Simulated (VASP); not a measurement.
# Al2GaP3 (P4/mmm) in VASP: a series of runs

Al2GaP3 is run at these levels: PBE; tasks: single point.

Program: VASP 6.6.1. These are calculated values, not measurements. Logs are shortened: lines on timing, memory, paths and dates and some standing lists are left out, and cuts for length are marked.

### Step 1. The cell of the first run

The structure is tetragonal, space group P4/mmm (No. 123). Conventional cell: a = 3.140 Å, b = 3.140 Å, c = 9.562 Å, α = 90.00°, β = 90.00°, γ = 90.00°. Within 3.5 Å of Al (site symmetry 4mm) lie 8 P at 2.63 to 2.74 Å and 5 Al at 3.14 to 3.20 Å and 1 Ga at 3.18 Å. Ga (site symmetry 4/mmm) has 8 P at 2.84 Å and 4 Ga at 3.14 Å and 2 Al at 3.18 Å within 3.7 Å. Within 3.5 Å of P (site symmetry 4mm) lie 4 Al at 2.63 Å and 4 Ga at 2.84 Å and 5 P at 3.01 to 3.14 Å. P (site symmetry 4/mmm) has 8 Al at 2.74 Å and 6 P at 3.01 to 3.14 Å within 3.6 Å.

### Step 2. Single point, PBE

INCAR

```
SYSTEM = Al2GaP3
ALGO = Normal
EDIFF = 1E-6
ENCUT = 520
GGA = PE
ISIF = 2
ISMEAR = 0
LASPH = .True.
LCHARG = .True.
LELF = .True.
LREAL = .False.
LVHAR = .True.
LWAVE = .False.
NBANDS = 26
NELM = 60
PREC = Accurate
SIGMA = 0.1
```

KPOINTS

```
k-points
0
Gamma
  6 6 2
  0 0 0
```

POSCAR

```
Al2GaP3
1.0
    3.1400954147      0.0000000000      0.0000000000
    0.0000000000      3.1400954147      0.0000000000
    0.0000000000      0.0000000000      9.5619979233
Al Ga P
2 1 3
Direct
    0.0000000000      0.0000000000      0.3326588932
    0.0000000000      0.0000000000      0.6673411068
    0.0000000000      0.0000000000      0.0000000000
    0.5000000000      0.5000000000      0.1854935162
    0.5000000000      0.5000000000      0.5000000000
    0.5000000000      0.5000000000      0.8145064838
```

Potentials or basis: VASP PAW PBE potentials, release 64 (Al, Ga_d, P).

Started as:

```sh
$ cat potpaw_PBE.64/Al/POTCAR potpaw_PBE.64/Ga_d/POTCAR potpaw_PBE.64/P/POTCAR > POTCAR
$ mpirun -np 1 vasp_std > vasp.out
```

OUTCAR:

```text
SYSTEM = Al2GaP3
   EDIFF = 1E-6
   ENCUT = 520
   GGA = PE
   ISIF = 2
   ISMEAR = 0
   LASPH = .True.
   LREAL = .False.
   NELM = 60
   PREC = Accurate

 ion  position               nearest neighbor table
   1  0.000  0.000  0.333-   4 2.63   4 2.63   4 2.63   4 2.63   5 2.74   5 2.74   5 2.74   5 2.74
                             2 3.20
   2  0.000  0.000  0.667-   6 2.63   6 2.63   6 2.63   6 2.63   5 2.74   5 2.74   5 2.74   5 2.74
                             1 3.20
   3  0.000  0.000  0.000-   4 2.84   6 2.84   4 2.84   6 2.84   4 2.84   6 2.84   4 2.84   6 2.84

   4  0.500  0.500  0.185-   1 2.63   1 2.63   1 2.63   1 2.63   3 2.84   3 2.84   3 2.84   3 2.84

   5  0.500  0.500  0.500-   1 2.74   2 2.74   1 2.74   2 2.74   1 2.74   2 2.74   1 2.74   2 2.74

   6  0.500  0.500  0.815-   2 2.63   2 2.63   2 2.63   2 2.63   3 2.84   3 2.84   3 2.84   3 2.84

  LATTYP: Found a simple tetragonal cell.
 ALAT       =     3.1400954147
 C/A-ratio  =     3.0451297367

  Lattice vectors:

 A1 = (   3.1400954147,   0.0000000000,   0.0000000000)
 A2 = (   0.0000000000,   3.1400954147,   0.0000000000)
 A3 = (   0.0000000000,   0.0000000000,   9.5619979233)

Analysis of symmetry for initial positions (statically):
=====================================================================
 Subroutine PRICEL returns:
 Original cell was already a primitive cell.

 Routine SETGRP: Setting up the symmetry group for a
 simple tetragonal supercell.

 Subroutine GETGRP returns: Found 16 space group operations
 (whereof 16 operations were pure point group operations)
 out of a pool of 16 trial point group operations.

The static configuration has the point symmetry D_4h.

Analysis of symmetry for dynamics (positions and initial velocities):
=====================================================================
 Subroutine PRICEL returns:
 Original cell was already a primitive cell.

 Routine SETGRP: Setting up the symmetry group for a
 simple tetragonal supercell.

 Subroutine GETGRP returns: Found 16 space group operations
 (whereof 16 operations were pure point group operations)
 out of a pool of 16 trial point group operations.

The dynamic configuration has the point symmetry D_4h.

 Subroutine INISYM returns: Found 16 space group operations
 (whereof 16 operations are pure point group operations),
 and found     1 'primitive' translations

----------------------------------------------------------------------------------------

                                     Primitive cell

  volume of cell :      94.2832
[... 97 lines left out ...]
   NFREE  =      0    steps in history (QN), initial steepest desc. (CG)
   ISIF   =      2    stress and relaxation
   ISYM   =      2    0-nonsym 1-usesym 2-fastsym
   POTIM  = 0.5000    time-step for ionic-motion
   TEBEG  =    0.0;   TEEND  =   0.0 temperature during run
   PSTRESS=    0.0 pullay stress
   NELECT =      34.0000    total number of electrons
   NUPDOWN=      -1.0000    fix difference up-down
   EMIN   =  10.00;   EMAX   =-10.00  energy-range for DOS
   EFERMI =   0.00;   METHOD = LEGACY
   ISMEAR =     0;   SIGMA  =   0.10  broadening in eV -4-tet -1-fermi 0-gaus
   EFERMI_NEDOS =   21; number of points for ismear=-14 and -15
   IALGO  =     38    algorithm
   IMIX   =      4    mixing-type and parameters
     AMIX     =   0.40;   BMIX     =  1.00
     AMIX_MAG =   1.60;   BMIX_MAG =  1.00
  volume/ion in A,a.u.               =      15.71       106.04
  Fermi-wavevector in a.u.,A,eV,Ry     =   1.165261  2.202023 18.474426  1.357832
  Thomas-Fermi vector in A             =   2.301788
   LORBIT       =      0    0 simple, 1 ext, 2 COOP (PROOUT), +10 PAW based schemes
   GGA     = PE    functional components
   LHFCALC =     F    Hartree Fock is set to
   AEXX    =    0.0000 exact exchange contribution
   IVDW    =     0    specifies the selected vdW correction
   LEPSILON=     F    determine dielectric tensor
   LRPA    =     F    only Hartree local field effects (RPA)
 non-spin polarized calculation
 Gauss-broadening in eV      SIGMA  =   0.10
  energy-cutoff  :      520.00
  volume of cell :       94.28
 maximum number of plane-waves:      2576
 NGX is ok and might be reduce to    24
   NGX = 11   NGY = 11   NGZ = 35

 number of electron      33.9999998 magnetization

 Free energy of the ion-electron system (eV)
  ---------------------------------------------------
  ext. energy  EPLUGINS =         0.00000000
  ---------------------------------------------------
  free energy    TOTEN  =       -25.61282505 eV

  energy without entropy =      -25.59680498  energy(sigma->0) =      -25.60481501

 E-fermi :   8.2770     XC(G=0): -10.9806

 val. band max:        8.2726792209   @ k =   0.3333   0.3333   0.5000
 cond. band min:       8.2831762966   @ k =   0.1667   0.0000   0.5000
 fundamental gap:      0.0104970757
 Fermi energy:         8.2769879360

 k-point     1 :       0.0000    0.0000    0.0000
  band No.  band energies     occupation
      1      -6.5160      2.00000
      2      -6.4618      2.00000
      3      -6.3817      2.00000
      4      -6.3817      2.00000
      5      -6.3439      2.00000
      6      -5.7836      2.00000
[... 569 lines left out ...]
     25      12.0336      0.00000
     26      12.7563      0.00000

------------------------ aborting loop because EDIFF is reached ----------------------------------------

  FORCE on cell =-STRESS in cart. coord.  units (eV):
  Direction    XX          YY          ZZ          XY          YZ          ZX
  --------------------------------------------------------------------------------------
  -------------------------------------------------------------------------------------
  Total       -0.2114519     -0.2114519      0.1110605      0.0000000      0.0000000      0.0000000
  in kB       -3.5932529     -3.5932529      1.8872782      0.0000000      0.0000000      0.0000000
  external PRESSURE =      -1.7664092 kB  Pullay stress =       0.0000000 kB

 VOLUME and BASIS-vectors are now :
 -----------------------------------------------------------------------------
  energy-cutoff  :      520.00
  volume of cell :       94.28
      direct lattice vectors                 reciprocal lattice vectors
     3.140095415  0.000000000  0.000000000     0.318461661  0.000000000  0.000000000
     0.000000000  3.140095415  0.000000000     0.000000000  0.318461661  0.000000000
     0.000000000  0.000000000  9.561997923     0.000000000  0.000000000  0.104580654

 POSITION                                       TOTAL-FORCE (eV/Angst)
 -----------------------------------------------------------------------------------
      0.00000      0.00000      3.18088         0.000000     -0.000000     -0.026035
      0.00000      0.00000      6.38111         0.000000     -0.000000      0.026035
      0.00000      0.00000      0.00000         0.000000      0.000000      0.000000
      1.57005      1.57005      1.77369         0.000000      0.000000      0.033817
      1.57005      1.57005      4.78100         0.000000      0.000000      0.000000
      1.57005      1.57005      7.78831         0.000000      0.000000     -0.033817
 -----------------------------------------------------------------------------------
    total drift:                               -0.000000     -0.000000      0.000000

  FREE ENERGIE OF THE ION-ELECTRON SYSTEM (eV)
  ---------------------------------------------------
  free  energy   TOTEN  =       -25.6128250484 eV

  energy  without entropy=      -25.5968049755  energy(sigma->0) =      -25.60481501
```

stdout:

```text
POSCAR found type information on POSCAR AlGaP
 POSCAR found :  3 types and       6 ions
 scaLAPACK will be used
 LDA part: xc-table for (Slater+PW92), standard interpolation
 POSCAR, INCAR and KPOINTS ok, starting setup
 FFT: planning ... GRIDC
 FFT: planning ... GRID_SOFT
 FFT: planning ... GRID
 WAVECAR not read
 entering main loop
```

Run time: 47 s. Hardware: 1 thread of AMD EPYC 9R45 (Zen 5), shared host; peak memory 0.18 GiB.

Results:

* Free energy: -25.6128 eV
* Pressure: -0.2 GPa
* Largest force: 0.034 eV/Å
* Band gap on the k mesh: zero (band 17 reaches 9.50 eV, above the bottom of band 18 at 6.05 eV)

Forces in eV/Å, atoms in the order of the input:
```
Al   0.000  0.000 -0.026
Al   0.000  0.000  0.026
Ga   0.000  0.000  0.000
P    0.000  0.000  0.034
P    0.000  0.000  0.000
P    0.000  0.000 -0.034
```

### Step 3. Single point, PBE

This run uses another cell than the first one, of 17.13 Å³/atom, 1.090 times its volume.

INCAR

```
SYSTEM = Al2GaP3
PREC = Accurate ; ENCUT = 520
EDIFF = 1E-6 ; ISMEAR = 0
SIGMA = 0.1 ; LREAL = .FALSE.
LASPH = .TRUE. ; NELM = 100
ALGO = Normal ; ISIF = 2
LWAVE = .FALSE. ; LCHARG = .TRUE.
GGA = PE ; LELF = .TRUE.
LVHAR = .TRUE. ; NBANDS = 26
```

KPOINTS

```
regular mesh
0
G
  6 6 2
  0 0 0
```

POSCAR

```
Al2GaP3
1.0
    3.2248059400      0.0000000000      0.0000000000
    0.0000000000      3.2248059400      0.0000000000
    0.0000000000      0.0000000000      9.8841352700
Al Ga P
2 1 3
Direct
    0.0000000000      0.0000000000      0.3392778000
    0.0000000000      0.0000000000      0.6607222000
    0.0000000000      0.0000000000      0.0000000000
    0.5000000000      0.5000000000      0.1817286000
    0.5000000000      0.5000000000      0.5000000000
    0.5000000000      0.5000000000      0.8182714000
```

Potentials or basis: VASP PAW PBE potentials, release 64 (Al, Ga_d, P).

Started as:

```sh
$ cat potpaw_PBE.64/Al/POTCAR potpaw_PBE.64/Ga_d/POTCAR potpaw_PBE.64/P/POTCAR > POTCAR
$ mpirun -np 1 vasp_std > vasp.out
```

OUTCAR:

```text
SYSTEM = Al2GaP3
   PREC = Accurate
   ENCUT = 520
   EDIFF = 1E-6
   ISMEAR = 0
   LREAL = .FALSE.
   LASPH = .TRUE.
   NELM = 100
   ISIF = 2
   GGA = PE

 ion  position               nearest neighbor table
   1  0.000  0.000  0.339-   4 2.76   4 2.76   4 2.76   4 2.76   5 2.78   5 2.78   5 2.78   5 2.78
                             2 3.18
   2  0.000  0.000  0.661-   6 2.76   6 2.76   6 2.76   6 2.76   5 2.78   5 2.78   5 2.78   5 2.78
                             1 3.18
   3  0.000  0.000  0.000-   4 2.90   6 2.90   4 2.90   6 2.90   4 2.90   6 2.90   4 2.90   6 2.90

   4  0.500  0.500  0.182-   1 2.76   1 2.76   1 2.76   1 2.76   3 2.90   3 2.90   3 2.90   3 2.90

   5  0.500  0.500  0.500-   1 2.78   2 2.78   1 2.78   2 2.78   1 2.78   2 2.78   1 2.78   2 2.78

   6  0.500  0.500  0.818-   2 2.76   2 2.76   2 2.76   2 2.76   3 2.90   3 2.90   3 2.90   3 2.90

  LATTYP: Found a simple tetragonal cell.
 ALAT       =     3.2248059400
 C/A-ratio  =     3.0650325799

  Lattice vectors:

 A1 = (   3.2248059400,   0.0000000000,   0.0000000000)
 A2 = (   0.0000000000,   3.2248059400,   0.0000000000)
 A3 = (   0.0000000000,   0.0000000000,   9.8841352700)

Analysis of symmetry for initial positions (statically):
=====================================================================
 Subroutine PRICEL returns:
 Original cell was already a primitive cell.

 Routine SETGRP: Setting up the symmetry group for a
 simple tetragonal supercell.

 Subroutine GETGRP returns: Found 16 space group operations
 (whereof 16 operations were pure point group operations)
 out of a pool of 16 trial point group operations.

The static configuration has the point symmetry D_4h.

Analysis of symmetry for dynamics (positions and initial velocities):
=====================================================================
 Subroutine PRICEL returns:
 Original cell was already a primitive cell.

 Routine SETGRP: Setting up the symmetry group for a
 simple tetragonal supercell.

[... 130 lines left out ...]
  Thomas-Fermi vector in A             =   2.268890
   LORBIT       =      0    0 simple, 1 ext, 2 COOP (PROOUT), +10 PAW based schemes
   GGA     = PE    functional components
   LHFCALC =     F    Hartree Fock is set to
   AEXX    =    0.0000 exact exchange contribution
   IVDW    =     0    specifies the selected vdW correction
   LEPSILON=     F    determine dielectric tensor
   LRPA    =     F    only Hartree local field effects (RPA)
 non-spin polarized calculation
 Gauss-broadening in eV      SIGMA  =   0.10
  energy-cutoff  :      520.00
  volume of cell :      102.79
 maximum number of plane-waves:      2796
 NGX is ok and might be reduce to    24
   NGX = 11   NGY = 11   NGZ = 37

 number of electron      33.9999997 magnetization

 Free energy of the ion-electron system (eV)
  ---------------------------------------------------
  ext. energy  EPLUGINS =         0.00000000
  ---------------------------------------------------
  free energy    TOTEN  =       -25.40195127 eV

  energy without entropy =      -25.39210620  energy(sigma->0) =      -25.39702874

 E-fermi :   7.3074     XC(G=0): -10.6141

 val. band max:        7.1958268021   @ k =   0.5000   0.1667   0.0000
 cond. band min:       7.3582840819   @ k =   0.5000   0.3333   0.0000
 fundamental gap:      0.1624572798
 Fermi energy:         7.3074430421

 k-point     1 :       0.0000    0.0000    0.0000
  band No.  band energies     occupation
      1      -7.4462      2.00000
      2      -7.3955      2.00000
      3      -7.3378      2.00000
      4      -7.3378      2.00000
      5      -7.3085      2.00000
      6      -6.0798      2.00000
[... 569 lines left out ...]
     25      10.8856      0.00000
     26      11.5740      0.00000

------------------------ aborting loop because EDIFF is reached ----------------------------------------

  FORCE on cell =-STRESS in cart. coord.  units (eV):
  Direction    XX          YY          ZZ          XY          YZ          ZX
  --------------------------------------------------------------------------------------
  -------------------------------------------------------------------------------------
  Total       -3.7631011     -3.7631011     -3.9365496      0.0000000      0.0000000      0.0000000
  in kB      -58.6557532    -58.6557532    -61.3593091      0.0000000      0.0000000      0.0000000
  external PRESSURE =     -59.5569385 kB  Pullay stress =       0.0000000 kB

 VOLUME and BASIS-vectors are now :
 -----------------------------------------------------------------------------
  energy-cutoff  :      520.00
  volume of cell :      102.79
      direct lattice vectors                 reciprocal lattice vectors
     3.224805940  0.000000000  0.000000000     0.310096179  0.000000000  0.000000000
     0.000000000  3.224805940  0.000000000     0.000000000  0.310096179  0.000000000
     0.000000000  0.000000000  9.884135270     0.000000000  0.000000000  0.101172229

 POSITION                                       TOTAL-FORCE (eV/Angst)
 -----------------------------------------------------------------------------------
      0.00000      0.00000      3.35347         0.000000     -0.000000     -0.270888
      0.00000      0.00000      6.53067        -0.000000     -0.000000      0.270888
      0.00000      0.00000      0.00000         0.000000     -0.000000      0.000000
      1.61240      1.61240      1.79623         0.000000      0.000000      0.376989
      1.61240      1.61240      4.94207         0.000000     -0.000000      0.000000
      1.61240      1.61240      8.08791         0.000000      0.000000     -0.376989
 -----------------------------------------------------------------------------------
    total drift:                               -0.000000     -0.000000      0.000000

  FREE ENERGIE OF THE ION-ELECTRON SYSTEM (eV)
  ---------------------------------------------------
  free  energy   TOTEN  =       -25.4019512741 eV

  energy  without entropy=      -25.3921061967  energy(sigma->0) =      -25.39702874
```

Run time: 51 s. Hardware: 1 thread of AMD EPYC 9R45 (Zen 5), shared host; peak memory 0.19 GiB.

What came out:

```yaml
Free_energy: -25.4020 eV
Pressure: -6.0 GPa
Largest_force: 0.377 eV/Å
Band_gap_on_the_k_mesh: zero (band 17 reaches 8.41 eV, above the bottom of band 18 at 5.35 eV)
```

Forces on the atoms (eV/Å):
```
Al   0.000  0.000 -0.271
Al   0.000  0.000  0.271
Ga   0.000  0.000  0.000
P    0.000  0.000  0.377
P    0.000  0.000  0.000
P    0.000  0.000 -0.377
```

Stress tensor (GPa, compression positive):
```
-5.87  0.00  0.00
 0.00 -5.87  0.00
 0.00  0.00 -6.14
```
